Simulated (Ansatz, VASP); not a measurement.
# SnS2 in VASP and in Ansatz

```
Sn S
1.0
     3.65093    0.00000    0.00000
    -1.82547    3.16180    0.00000
     0.00000    0.00000    6.06992
Sn S
1 2
Direct
  0.00000 0.00000 0.00000
  0.33333 0.66667 0.24283
  0.66667 0.33333 0.75717
```

Alike in both runs: task single point; functional PBEsol; k mesh 12 × 12 × 6; no spin polarisation.

|  | VASP | Ansatz |
| --- | --- | --- |
| version | VASP 6.6.1 | Ansatz 0.2.0 |
| potentials or method | VASP PAW PBE potentials, release 64 (Sn_d, S), cutoff 500 eV | scalar-relativistic, plane waves, PAW |
| occupations | fermi-dirac, width 0.05 eV | fermi-dirac, width 0.005 eV |
| valence electrons in the cell | 26 | 26 |

Ansatz gave:

```
gap on the k mesh at the Fermi level (eV) : 1.44
pressure (GPa)                            : 0.0
```

Problem. Which values does VASP return?

Solution. gap on the k mesh at the Fermi level (eV): 1.44; pressure (GPa): -0.1.

VASP's potentials were made for PBE, not for PBEsol.
